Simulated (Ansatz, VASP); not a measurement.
## One calculation of HgTe, two programs

```
CELL_PARAMETERS angstrom
-3.00444 3.00444 1.53833
3.00444 -3.00444 1.53833
3.00444 3.00444 -1.53833
ATOMIC_POSITIONS crystal
Hg 0.75000 0.25000 0.50000
Te 0.00000 0.00000 0.00000
```

Alike in both runs: task single point; functional LDA; k mesh 10 × 10 × 10; occupations fermi-dirac, width 0.05 eV; no spin polarisation.

```csv
,VASP,Ansatz
version,VASP 6.6.1,Ansatz 0.2.0
potentials or method,"VASP PAW LDA potentials, release 64 (Hg, Te)",Ansatz PAW
plane-wave cutoff (eV),520,420
valence electrons in the cell,18,36
```

Ansatz gave:

- gap on the k mesh at the Fermi level (eV): none
- pressure (GPa): -3.4
- traceless stress, the component that is largest in VASP (GPa): 3.16

Problem. Which values does VASP return?

Solution. gap on the k mesh at the Fermi level (eV): none; pressure (GPa): -3.1; traceless stress, the component that is largest in VASP (GPa): 3.20.

LDA's correlation is that of Perdew and Zunger in VASP and of Perdew and Wang (1992) in Ansatz. A gap of «none» marks a metal or a gap that the smearing closes. VASP's potentials hold 18 valence electrons a cell and Ansatz's 36, so a difference there can come from the potentials and not from the codes.

Neither program's run includes spin-orbit coupling.
